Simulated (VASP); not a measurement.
A run of VASP 6.6.1 is set up as follows.

INCAR

```
PREC = Accurate ; ENCUT = 600
EDIFF = 1E-6 ; ISMEAR = 0
SIGMA = 0.05 ; LREAL = False
LASPH = True ; NELM = 120
ALGO = Normal ; ISIF = 2
LWAVE = False ; LCHARG = False
GGA = PE ; NBANDS = 26
GGA_COMPAT = False
```

The input KPOINTS:

```
regular mesh
0
Gamma
  12 12 4
```

File POSCAR:

```
C
1.0
    2.5220988435      0.0000000000      0.0000000000
   -1.2610494217      2.1842016693      0.0000000000
    0.0000000000      0.0000000000      8.2371000000
C
8
Direct
    0.0000000000      0.0000000000      0.0937500000
    0.0000000000      0.0000000000      0.5937500000
    0.0000000000      0.0000000000      0.4062500000
    0.0000000000      0.0000000000      0.9062500000
    0.2901683835      0.5803367670      0.1481565719
    0.6666666667      0.3333333333      0.6562500000
    0.3333333333      0.6666666667      0.3437500000
    0.6666666667      0.3333333333      0.8437500000
```

Potentials or basis: VASP PAW PBE potentials, release 64 (C).

Run with:

```bash
$ cat potpaw_PBE.64/C/POTCAR > POTCAR
$ mpirun -np 1 vasp_std > vasp.out
```

Task: What does it give for the largest force?

Result: 10.462 eV/Å.

Task: Predict the pressure.

Result: 7.1 GPa.

Forces in eV/Å, atoms in the order of the input:
```
C    0.000 -8.321 -3.234
C    0.000 -0.132 -0.290
C    0.000 -0.001 -0.046
C    0.000 -0.116 -0.039
C    0.000  9.650  4.041
C    0.000  0.005 -0.332
C    0.000 -1.146 -0.371
C    0.000  0.061  0.270
```

Caveat: the stress differs along the axes, from -2 to 12 GPa; forces of over 1 eV/Å act on the atoms, so gaps and moduli don't describe the material at rest.
